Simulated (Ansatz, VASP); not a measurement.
## YbC: VASP beside Ansatz

```
Yb C
1.0
     3.02565    0.00000    0.00000
     0.00000    3.02565    0.00000
     0.00000    0.00000    3.02565
Yb C
1 1
Direct
  0.00000 0.00000 0.00000
  0.50000 0.50000 0.50000
```

Alike in both runs: task single point; functional PBEsol; k mesh 10 × 10 × 10; occupations gaussian, width 0.05 eV; collinear spin.

```csv
,VASP,Ansatz
version,VASP 6.6.1,Ansatz 0.2.0
potentials or method,"VASP PAW PBE potentials, release 64 (Yb, C), cutoff 520 eV","scalar-relativistic, plane waves, PAW"
valence electrons in the cell,28,28
```

VASP gave:

```
pressure (GPa)           : -3.8
net moment per atom (μB) : 0.00
```

Q: Which values does Ansatz return?

A: Pressure (GPa): -4.3; net moment per atom (μB): 0.00.

VASP's potentials were made for PBE, not for PBEsol. Ansatz's warnings: given moment on shells, seeded moment not kept.

Spin-orbit coupling is off throughout.
